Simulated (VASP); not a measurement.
# SiNi3 (Pm-3m) in VASP: further runs

SiNi3 is run at these levels: RPBE, LDA, BLYP; tasks: single point.

Program: VASP 6.6.1. These are calculated values, not measurements. Logs are shortened: lines on timing, memory, paths and dates and some standing lists are left out, and cuts for length are marked.

## (1) The cell of the first run

It takes space group Pm-3m (No. 221, cubic). The conventional cell has a = 3.542 Å, b = 3.542 Å, c = 3.542 Å, α = 90.00°, β = 90.00°, γ = 90.00°. Ni (site symmetry 4/mmm) has 8 Ni at 2.50 Å and 4 Si at 2.50 Å within 3.3 Å. Si (site symmetry m-3m) has 12 Ni at 2.50 Å within 3.3 Å.

## (2) Single point, RPBE, collinear spin, ferromagnetic start

INCAR reads:

```
  ALGO = Fast
  EDIFF = 1E-6
  ENCUT = 520
  GGA = RP
  ISIF = 2
  ISMEAR = -1
  ISPIN = 2
  LASPH = True
  LCHARG = False
  LMAXMIX = 4
  LORBIT = 11
  LREAL = False
  LWAVE = False
  MAGMOM = 1 1 1 0
  NBANDS = 29
  NELM = 150
  PREC = Accurate
  SIGMA = 0.05
```

KPOINTS reads:

```
k-points
0
Gamma
  8 8 8
```

POSCAR reads:

```
SiNi3
1.0
    3.5420000000      0.0000000000      0.0000000000
    0.0000000000      3.5420000000      0.0000000000
    0.0000000000      0.0000000000      3.5420000000
Ni Si
3 1
Direct
    0.5000000000      0.5000000000      0.0000000000
    0.5000000000      0.0000000000      0.5000000000
    0.0000000000      0.5000000000      0.5000000000
    0.0000000000      0.0000000000      0.0000000000
```

Potentials or basis: VASP PAW PBE potentials, release 64 (Ni, Si).

Command:

```bash
cat potpaw_PBE.64/Ni/POTCAR potpaw_PBE.64/Si/POTCAR > POTCAR
mpirun -np 1 vasp_std > vasp.out
```

OUTCAR:

```text
EDIFF = 1E-6
   ENCUT = 520
   GGA = RP
   ISIF = 2
   ISMEAR = -1
   ISPIN = 2
   LASPH = True
   LORBIT = 11
   LREAL = False
   NELM = 150
   PREC = Accurate

 ion  position               nearest neighbor table
   1  0.500  0.500  0.000-   2 2.50   3 2.50   4 2.50   2 2.50   3 2.50   2 2.50   4 2.50   2 2.50
                             3 2.50   4 2.50   3 2.50   4 2.50
   2  0.500  0.000  0.500-   1 2.50   3 2.50   4 2.50   1 2.50   4 2.50   1 2.50   3 2.50   1 2.50
                             3 2.50   4 2.50   4 2.50   3 2.50
   3  0.000  0.500  0.500-   1 2.50   2 2.50   4 2.50   1 2.50   4 2.50   2 2.50   4 2.50   4 2.50
                             1 2.50   2 2.50   1 2.50   2 2.50
   4  0.000  0.000  0.000-   1 2.50   2 2.50   3 2.50   2 2.50   3 2.50   1 2.50   3 2.50   3 2.50
                             1 2.50   2 2.50   2 2.50   1 2.50

  LATTYP: Found a simple cubic cell.
 ALAT       =     3.5420000000

  Lattice vectors:

 A1 = (   3.5420000000,   0.0000000000,   0.0000000000)
 A2 = (   0.0000000000,   3.5420000000,   0.0000000000)
 A3 = (   0.0000000000,   0.0000000000,   3.5420000000)

Analysis of symmetry for initial positions (statically):
=====================================================================
 Subroutine PRICEL returns:
 Original cell was already a primitive cell.

 Routine SETGRP: Setting up the symmetry group for a
 simple cubic supercell.

 Subroutine GETGRP returns: Found 48 space group operations
 (whereof 48 operations were pure point group operations)
 out of a pool of 48 trial point group operations.

The static configuration has the point symmetry O_h .

Analysis of symmetry for dynamics (positions and initial velocities):
=====================================================================
 Subroutine PRICEL returns:
 Original cell was already a primitive cell.

 Routine SETGRP: Setting up the symmetry group for a
 simple cubic supercell.

 Subroutine GETGRP returns: Found 48 space group operations
 (whereof 48 operations were pure point group operations)
 out of a pool of 48 trial point group operations.

The dynamic configuration has the point symmetry O_h .

Analysis of structural, dynamic, and magnetic symmetry:
=====================================================================
 Subroutine PRICEL returns:
 Original cell was already a primitive cell.

 Routine SETGRP: Setting up the symmetry group for a
 simple cubic supercell.

 Subroutine GETGRP returns: Found 48 space group operations
 (whereof 48 operations were pure point group operations)
 out of a pool of 48 trial point group operations.

The overall configuration has the point symmetry O_h .

 Subroutine INISYM returns: Found 48 space group operations
 (whereof 48 operations are pure point group operations),
 and found     1 'primitive' translations

----------------------------------------------------------------------------------------

                                     Primitive cell

  volume of cell :      44.4371

  direct lattice vectors                    reciprocal lattice vectors
     3.542000000  0.000000000  0.000000000     0.282326369  0.000000000  0.000000000
     0.000000000  3.542000000  0.000000000     0.000000000  0.282326369  0.000000000
     0.000000000  0.000000000  3.542000000     0.000000000  0.000000000  0.282326369

  length of vectors
     3.542000000  3.542000000  3.542000000     0.282326369  0.282326369  0.282326369

  position of ions in fractional coordinates (direct lattice)
     0.500000000  0.500000000  0.000000000
     0.500000000  0.000000000  0.500000000
     0.000000000  0.500000000  0.500000000
     0.000000000  0.000000000  0.000000000

  ion indices of the primitive-cell ions
   primitive index   ion index
                 1           1
                 2           2
                 3           3
                 4           4

----------------------------------------------------------------------------------------

 KPOINTS: k-points

Automatic generation of k-mesh.
 Grid dimensions read from file:
 generate k-points for:    8    8    8

 Generating k-lattice:

  Cartesian coordinates                     Fractional coordinates (reciprocal lattice)
     0.035290796  0.000000000  0.000000000     0.125000000  0.000000000  0.000000000
     0.000000000  0.035290796  0.000000000     0.000000000  0.125000000  0.000000000
     0.000000000  0.000000000  0.035290796     0.000000000  0.000000000  0.125000000

  Length of vectors
     0.035290796  0.035290796  0.035290796

  Shift w.r.t. Gamma in fractional coordinates (k-lattice)
     0.000000000  0.000000000  0.000000000

 Subroutine IBZKPT returns following result:
 ===========================================

 Found     35 irreducible k-points:

 Following reciprocal coordinates:
            Coordinates               Weight
  0.000000  0.000000  0.000000      1.000000
  0.125000  0.000000  0.000000      6.000000
  0.250000  0.000000  0.000000      6.000000
  0.375000  0.000000  0.000000      6.000000
  0.500000  0.000000  0.000000      3.000000
  0.125000  0.125000  0.000000     12.000000
[... 16 lines left out ...]
  0.375000  0.375000  0.125000     24.000000
  0.500000  0.375000  0.125000     24.000000
 [... further k-points ...]
   k-points           NKPTS =     35   k-points in BZ     NKDIM =     35   number of bands    NBANDS=     29
   number of dos      NEDOS =    301   number of ions     NIONS =      4
   total plane-waves  NPLWV =  21952
   dimension x,y,z NGX =    28 NGY =   28 NGZ =   28
   dimension x,y,z NGXF=    56 NGYF=   56 NGZF=   56
   ions per type =               3   1
   NGX,Y,Z   is equivalent  to a cutoff of  13.14, 13.14, 13.14 a.u.
   NGXF,Y,Z  is equivalent  to a cutoff of  26.28, 26.28, 26.28 a.u.
 SYSTEM =  unknown system
   PREC   = accura    normal or accurate (medium, high low for compatibility)
   ISTART =      0    job   : 0-new  1-cont  2-samecut
   ICHARG =      2    charge: 1-file 2-atom 10-const
   ISPIN  =      2    spin polarized calculation?
   LNONCOLLINEAR =      F non collinear calculations
   LSORBIT =      F    spin-orbit coupling
   LASPH  =      T    aspherical Exc in radial PAW
   ENCUT  =  520.0 eV  38.22 Ry    6.18 a.u.   6.59  6.59  6.59*2*pi/ulx,y,z
   NELM   =    150;   NELMIN=  2; NELMDL= -5     # of ELM steps
   EDIFF  = 0.1E-05   stopping-criterion for ELM
   LREAL  =      F    real-space projection
[... 7 lines left out ...]
   TEBEG  =    0.0;   TEEND  =   0.0 temperature during run
   PSTRESS=    0.0 pullay stress
   NELECT =      34.0000    total number of electrons
   NUPDOWN=      -1.0000    fix difference up-down
   EMIN   =  10.00;   EMAX   =-10.00  energy-range for DOS
   EFERMI =   0.00;   METHOD = LEGACY
   ISMEAR =    -1;   SIGMA  =   0.05  broadening in eV -4-tet -1-fermi 0-gaus
   EFERMI_NEDOS =   21; number of points for ismear=-14 and -15
   IALGO  =     68    algorithm
   IMIX   =      4    mixing-type and parameters
     AMIX     =   0.40;   BMIX     =  1.00
     AMIX_MAG =   1.60;   BMIX_MAG =  1.00
  volume/ion in A,a.u.               =      11.11        74.97
  Fermi-wavevector in a.u.,A,eV,Ry     =   1.497336  2.829555 30.504465  2.242015
  Thomas-Fermi vector in A             =   2.609237
   LORBIT       =     11    0 simple, 1 ext, 2 COOP (PROOUT), +10 PAW based schemes
   GGA     = RP    functional components
   LHFCALC =     F    Hartree Fock is set to
   AEXX    =    0.0000 exact exchange contribution
   IVDW    =     0    specifies the selected vdW correction
   LEPSILON=     F    determine dielectric tensor
   LRPA    =     F    only Hartree local field effects (RPA)
 spin polarized calculation
 RMM-DIIS sequential band-by-band and
  energy-cutoff  :      520.00
  volume of cell :       44.44
 maximum number of plane-waves:      1222
 NGX is ok and might be reduce to    28
   NGX = 13   NGY = 13   NGZ = 13

 number of electron      33.9999986 magnetization       0.5525111

 number of electron      33.9999988 magnetization      -0.0000508

 Free energy of the ion-electron system (eV)
  ---------------------------------------------------
  ext. energy  EPLUGINS =         0.00000000
  ---------------------------------------------------
  free energy    TOTEN  =       -21.75584276 eV

  energy without entropy =      -21.73701067  energy(sigma->0) =      -21.74642671

 E-fermi :  10.3318     XC(G=0): -12.8410

 val. band max:       10.2702003361   @ k =   0.1250   0.1250   0.0000
 cond. band min:      10.3386534730   @ k =   0.5000   0.3750   0.3750
 fundamental gap:      0.0684531369
 Fermi energy:        10.3318062856

 spin component 1

 k-point     1 :       0.0000    0.0000    0.0000
  band No.  band energies     occupation
      1      -1.3581      1.00000
      2       5.6534      1.00000
      3       6.4585      1.00000
      4       6.4585      1.00000
      5       6.9616      1.00000
      6       6.9616      1.00000
[... 21 lines left out ...]
     28      24.1809      0.00000
     29      24.1814      0.00000

 k-point     2 :       0.1250    0.0000    0.0000
  band No.  band energies     occupation
      1      -1.1807      1.00000
      2       5.6550      1.00000
      3       6.2124      1.00000
      4       6.5821      1.00000
      5       6.9418      1.00000
      6       6.9418      1.00000
[... 21 lines left out ...]
     28      23.4104      0.00000
     29      24.0189      0.00000

 k-point     3 :       0.2500    0.0000    0.0000
  band No.  band energies     occupation
      1      -0.6666      1.00000
      2       4.8873      1.00000
      3       6.1846      1.00000
      4       6.8702      1.00000
      5       6.8702      1.00000
      6       6.9200      1.00000
[... 638 lines left out ...]
      5       6.9748      1.00000
      6       7.4542      1.00000
[... 21 lines left out ...]
     28      24.8467      0.00000
     29      25.7397      0.00000

 k-point    24 :       0.5000    0.3750    0.1250
  band No.  band energies     occupation
      1       1.8037      1.00000
      2       4.2033      1.00000
      3       4.9524      1.00000
      4       6.5434      1.00000
      5       6.9024      1.00000
      6       7.5740      1.00000
[... 21 lines left out ...]
     28      24.9486      0.00000
     29      27.0975      0.00000

 [... further k-points ...]

 spin component 2

 k-point     1 :       0.0000    0.0000    0.0000
  band No.  band energies     occupation
      1      -1.3581      1.00000
      2       5.6534      1.00000
      3       6.4585      1.00000
      4       6.4585      1.00000
      5       6.9616      1.00000
      6       6.9616      1.00000
[... 21 lines left out ...]
     28      24.1695      0.00000
     29      24.1814      0.00000

 k-point     2 :       0.1250    0.0000    0.0000
  band No.  band energies     occupation
      1      -1.1807      1.00000
      2       5.6550      1.00000
      3       6.2124      1.00000
      4       6.5822      1.00000
      5       6.9418      1.00000
      6       6.9418      1.00000
[... 21 lines left out ...]
     28      23.4105      0.00000
     29      24.0189      0.00000

 k-point     3 :       0.2500    0.0000    0.0000
  band No.  band energies     occupation
      1      -0.6666      1.00000
      2       4.8873      1.00000
      3       6.1846      1.00000
      4       6.8702      1.00000
      5       6.8702      1.00000
      6       6.9200      1.00000
[... 638 lines left out ...]
      5       6.9748      1.00000
      6       7.4542      1.00000
[... 21 lines left out ...]
     28      24.8467      0.00000
     29      25.7397      0.00000

 k-point    24 :       0.5000    0.3750    0.1250
  band No.  band energies     occupation
      1       1.8037      1.00000
      2       4.2033      1.00000
      3       4.9525      1.00000
      4       6.5434      1.00000
      5       6.9024      1.00000
      6       7.5740      1.00000
[... 21 lines left out ...]
     28      24.9486      0.00000
     29      27.1229      0.00000

 [... further k-points ...]
[... 5 lines left out ...]
  --------------------------------------------------------------------------------------
  -------------------------------------------------------------------------------------
  Total       -0.3898271     -0.3898271     -0.3898271      0.0000000      0.0000000     -0.0000000
  in kB      -14.0551980    -14.0551980    -14.0551980      0.0000000      0.0000000     -0.0000000
  external PRESSURE =     -14.0551980 kB  Pullay stress =       0.0000000 kB

 VOLUME and BASIS-vectors are now :
 -----------------------------------------------------------------------------
  energy-cutoff  :      520.00
  volume of cell :       44.44
      direct lattice vectors                 reciprocal lattice vectors
     3.542000000  0.000000000  0.000000000     0.282326369  0.000000000  0.000000000
     0.000000000  3.542000000  0.000000000     0.000000000  0.282326369  0.000000000
     0.000000000  0.000000000  3.542000000     0.000000000  0.000000000  0.282326369

 POSITION                                       TOTAL-FORCE (eV/Angst)
 -----------------------------------------------------------------------------------
      1.77100      1.77100      0.00000         0.000000      0.000000      0.000000
      1.77100      0.00000      1.77100         0.000000      0.000000      0.000000
      0.00000      1.77100      1.77100         0.000000      0.000000      0.000000
      0.00000      0.00000      0.00000         0.000000      0.000000      0.000000
 -----------------------------------------------------------------------------------
    total drift:                                0.000000      0.000000      0.000000

  FREE ENERGIE OF THE ION-ELECTRON SYSTEM (eV)
  ---------------------------------------------------
  free  energy   TOTEN  =       -21.7558427597 eV

  energy  without entropy=      -21.7370106678  energy(sigma->0) =      -21.74642671

 total charge

# of ion       s       p       d       tot
------------------------------------------
    1        0.469   0.538   8.387   9.394
    2        0.469   0.538   8.387   9.394
    3        0.469   0.538   8.387   9.394
    4        0.730   0.807   0.000   1.537
--------------------------------------------------
tot          2.137   2.422  25.161  29.720

 magnetization (x)

# of ion       s       p       d       tot
------------------------------------------
    1        0.000  -0.000  -0.000  -0.000
    2        0.000  -0.000  -0.000  -0.000
    3        0.000  -0.000  -0.000  -0.000
    4        0.000   0.000   0.000   0.000
--------------------------------------------------
tot          0.000   0.000  -0.000  -0.000
```

It took 43 s on 1 thread of Intel Xeon 6975P-C (Granite Rapids), shared host; peak memory 0.21 GiB.

Results:

| Quantity | Value |
| --- | --- |
| Free energy | -21.7558 eV |
| Pressure | -1.4 GPa |
| Band gap on the k mesh | zero (filled and empty bands overlap) |
| Net moment | 0.00 μB per cell |
| Valence electrons inside the program's atomic spheres | Ni 9.39; Si 1.54 |

Caveat: the moments typed at the start vanished in this run; the PAW data sets were made with another functional, which shifts forces and pressure a little.

## (3) Single point, LDA, collinear spin, ferromagnetic start

INCAR reads:

```
PREC = Accurate ; ENCUT = 520
EDIFF = 1E-7 ; ISMEAR = -1
SIGMA = 0.05 ; LREAL = False
LASPH = True ; NELM = 150
ALGO = Normal ; ISIF = 2
LWAVE = False ; LCHARG = False
ISPIN = 2 ; MAGMOM = 1 1 1 0
LORBIT = 11 ; LMAXMIX = 4
NBANDS = 29
```

KPOINTS reads:

```
regular mesh
0
Gamma
  8 8 8
```

POSCAR is that of step 2.

Potentials or basis: VASP PAW LDA potentials, release 64 (Ni, Si).

Command:

```bash
cat potpaw_LDA.64/Ni/POTCAR potpaw_LDA.64/Si/POTCAR > POTCAR
mpirun -np 1 vasp_std > vasp.out
```

OUTCAR:

```text
PREC = Accurate
   ENCUT = 520
   EDIFF = 1E-7
   ISMEAR = -1
   LREAL = False
   LASPH = True
   NELM = 150
   ISIF = 2
   ISPIN = 2
   LORBIT = 11

 ion  position               nearest neighbor table
   1  0.500  0.500  0.000-   2 2.50   3 2.50   4 2.50   2 2.50   3 2.50   2 2.50   4 2.50   2 2.50
                             3 2.50   4 2.50   3 2.50   4 2.50
   2  0.500  0.000  0.500-   1 2.50   3 2.50   4 2.50   1 2.50   4 2.50   1 2.50   3 2.50   1 2.50
                             3 2.50   4 2.50   4 2.50   3 2.50
   3  0.000  0.500  0.500-   1 2.50   2 2.50   4 2.50   1 2.50   4 2.50   2 2.50   4 2.50   4 2.50
                             1 2.50   2 2.50   1 2.50   2 2.50
   4  0.000  0.000  0.000-   1 2.50   2 2.50   3 2.50   2 2.50   3 2.50   1 2.50   3 2.50   3 2.50
[... 1774 lines left out ...]

 POSITION                                       TOTAL-FORCE (eV/Angst)
 -----------------------------------------------------------------------------------
      1.77100      1.77100      0.00000         0.000000      0.000000      0.000000
      1.77100      0.00000      1.77100         0.000000      0.000000      0.000000
      0.00000      1.77100      1.77100         0.000000      0.000000      0.000000
      0.00000      0.00000      0.00000         0.000000      0.000000      0.000000
 -----------------------------------------------------------------------------------
    total drift:                                0.000000      0.000000      0.000000

  FREE ENERGIE OF THE ION-ELECTRON SYSTEM (eV)
  ---------------------------------------------------
  free  energy   TOTEN  =       -27.6499139866 eV

  energy  without entropy=      -27.6322132539  energy(sigma->0) =      -27.64106362

 total charge

# of ion       s       p       d       tot
------------------------------------------
    1        0.475   0.538   8.411   9.424
    2        0.475   0.538   8.411   9.424
    3        0.475   0.538   8.411   9.424
    4        0.736   0.803   0.000   1.539
--------------------------------------------------
tot          2.161   2.418  25.233  29.811

 magnetization (x)

# of ion       s       p       d       tot
------------------------------------------
    1        0.000  -0.000   0.000   0.000
    2        0.000  -0.000   0.000   0.000
    3        0.000  -0.000   0.000   0.000
    4       -0.000  -0.000   0.000  -0.000
--------------------------------------------------
tot         -0.000  -0.000   0.000   0.000
```

Wall time 39 s (1 thread of Intel Xeon 6975P-C (Granite Rapids), shared host); peak memory 0.18 GiB.

What came out:

* Free energy: -27.6499 eV
* Pressure: -19.9 GPa
* Band gap on the k mesh: zero (filled and empty bands overlap)
* Net moment: 0.00 μB per cell
* Valence electrons inside the program's atomic spheres: Ni 9.42; Si 1.54

Levels at points of the mesh, in eV from the Fermi level:
Spin up:
```csv
k point,band 13,band 14,band 15,band 16,band 17,band 18,band 19,band 20,band 21,band 22
"(0.00, 0.00, 0.00)",-0.80,-0.57,-0.57,-0.28,0.02,0.02,0.02,4.51,6.24,6.24
"(0.50, 0.00, 0.00)",-1.27,-1.22,-1.09,-0.51,0.02,3.52,3.52,4.91,5.22,5.22
"(0.50, 0.50, 0.00)",-1.36,-1.34,-1.07,-0.97,-0.92,0.63,0.63,5.43,6.20,7.60
"(0.50, 0.50, 0.50)",-1.36,-1.20,-1.20,-0.29,-0.20,-0.20,-0.20,1.07,3.89,3.89
```
Spin down:
```csv
k point,band 13,band 14,band 15,band 16,band 17,band 18,band 19,band 20,band 21,band 22
"(0.00, 0.00, 0.00)",-0.80,-0.57,-0.57,-0.28,0.02,0.02,0.02,4.51,6.24,6.24
"(0.50, 0.00, 0.00)",-1.27,-1.22,-1.09,-0.51,0.02,3.52,3.52,4.91,5.22,5.22
"(0.50, 0.50, 0.00)",-1.36,-1.34,-1.07,-0.97,-0.92,0.63,0.63,5.43,6.20,7.60
"(0.50, 0.50, 0.50)",-1.36,-1.20,-1.20,-0.29,-0.20,-0.20,-0.20,1.07,3.89,3.89
```

Caveat: the cell stands under tension; the moments typed at the start vanished in this run.

[end of part 1 of 2]

The gap in the log of VASP goes by the Fermi energy; the results here count the filled bands.